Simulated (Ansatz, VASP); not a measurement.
ZnCu in VASP and in Ansatz

File INCAR:

```
PREC     = Accurate       # precision mode
ENCUT    = 520            # plane-wave cutoff, eV
EDIFF    = 1E-6           # SCF threshold, eV
ISMEAR   = 0              # smearing method
SIGMA    = 0.15           # smearing width, eV
LREAL    = False          # projectors in reciprocal space
LASPH    = True           # aspherical terms in the spheres
NELM     = 100            # most SCF steps
ALGO     = Fast           # electronic algorithm
ISIF     = 2              # what is computed and relaxed
LWAVE    = False          # write WAVECAR
LCHARG   = False          # write CHGCAR
GGA      = PE             # functional
NBANDS   = 18             # bands
```

Contents of KPOINTS:

```
regular mesh
0
Gamma
  16 16 16
```

File POSCAR:

```
ZnCu
1.0
    3.1206656403      0.4358371571      0.4358371571
    0.4358371571      3.1206656403      0.4358371571
    0.4358371571      0.4358371571      3.1206656403
Zn Cu
1 1
Direct
    0.5000000000      0.5000000000      0.5000000000
    0.0000000000      0.0000000000      0.0000000000
```

Input for Ansatz:

```yaml
crystal:
  lattice:
    - [3.1206656403, 0.4358371571, 0.4358371571]
    - [0.4358371571, 3.1206656403, 0.4358371571]
    - [0.4358371571, 0.4358371571, 3.1206656403]
  atoms:
    - { symbol: Zn, position: [0.5, 0.5, 0.5] }
    - { symbol: Cu, position: [0.0, 0.0, 0.0] }
basis:
  ecutwfc: 520.0
kpoints:
  mp_grid: { grid: [16, 16, 16] }
hamiltonian:
  xc: pbe
scf:
  occupations: { method: gaussian, width: 0.15 }
output:
  forces: true
  stress: true
  eigenvalues: true
```

Alike in both runs: task single point; functional PBE; k mesh 16 × 16 × 16; occupations gaussian, width 0.15 eV; no spin polarisation.

|  | VASP | Ansatz |
| --- | --- | --- |
| version | VASP 6.6.1 | Ansatz 0.2.0 |
| potentials or method | VASP PAW PBE potentials, release 64 (Zn, Cu), cutoff 520 eV | scalar-relativistic, plane waves, PAW |
| valence electrons in the cell | 23 | 31 |

```csv
,VASP,Ansatz,Ansatz less VASP
gap on the k mesh at the Fermi level (eV),none,none,-
pressure (GPa),1.5,0.9,-0.59
"traceless stress, the component that is largest in VASP (GPa)",-4.07,-4.03,+0.034
```

A gap of «none» marks a metal or a gap that the smearing closes. With one functional, cell and mesh, what is left measures potentials, basis and numerics. VASP's potentials hold 23 valence electrons a cell and Ansatz's 31, so a difference there can come from the potentials and not from the codes.
